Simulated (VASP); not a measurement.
A run of VASP 6.6.1 is set up as follows.

File INCAR:

```
SYSTEM = TiB2
PREC = Accurate ; ENCUT = 520
EDIFF = 1E-6 ; ISMEAR = -1
SIGMA = 0.05 ; LREAL = .FALSE.
LASPH = .TRUE. ; NELM = 60
ALGO = Normal ; ISIF = 2
LWAVE = .FALSE. ; LCHARG = .FALSE.
GGA = PS ; NBANDS = 16
```

KPOINTS

```
regular mesh
0
G
  14 14 11
  0 0 0
```

POSCAR

```
TiB2
1.0
    2.7872979094      0.0000000000      0.0000000000
   -1.3936489547      2.4138707974      0.0000000000
    0.0000000000      0.0000000000      2.8598135546
Ti B
1 2
Direct
    0.0000000000      0.0000000000      0.0000000000
    0.3333333333      0.6666666667      0.5000000000
    0.6666666667      0.3333333333      0.5000000000
```

Potentials or basis: VASP PAW PBE potentials, release 64 (Ti_sv, B).

Command:

```console
$ cat potpaw_PBE.64/Ti_sv/POTCAR potpaw_PBE.64/B/POTCAR > POTCAR
$ mpirun -np 1 vasp_std > vasp.out
```

What does it give for the band gap on the k mesh?

Zero (bands 9 and 10 overlap by 0.99 eV).

Estimate the pressure.

117.4 GPa.

Stress tensor (GPa, compression positive):
```
117.59   0.00   0.00
  0.00 117.59   0.00
  0.00   0.00 117.14
```

Caveat: the cell stands under pressure; the PAW data sets were made with another functional, which shifts forces and pressure a little.
